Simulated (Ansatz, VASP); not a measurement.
One calculation of Zr, two programs

```
Zr
1.0
     3.04832    0.00000    0.00000
    -1.01611    2.87398    0.00000
     0.00000    0.00000   18.79910
Zr
5
Cartesian
  0.0000 0.0000 4.5000
  1.0161 1.4370 6.8484
  0.0000 0.0000 9.3995
  1.0161 1.4370 11.9507
  0.0000 0.0000 14.2991
```

Alike in both runs: task single point; functional PBEsol; k mesh 13 × 13 × 1; occupations fermi-dirac, width 0.05 eV; no spin polarisation.

|  | VASP | Ansatz |
| --- | --- | --- |
| version | VASP 6.6.1 | Ansatz 0.2.0 |
| potentials or method | VASP PAW PBE potentials, release 64 (Zr_sv), cutoff 520 eV | all-electron LAPW, scalar-relativistic |

|  | VASP | Ansatz | Ansatz less VASP |
| --- | --- | --- | --- |
| rms of the force components (eV/Å) | 0.002 | 0.005 | +0.0023 |

VASP's potentials were made for PBE, not for PBEsol. Atom by atom the forces differ by 0.004 eV/Å (rms over components). Ansatz ran all-electron here, and VASP with PAW potentials. Ansatz's warnings: vacuum below fermi, vacuum density over bound.
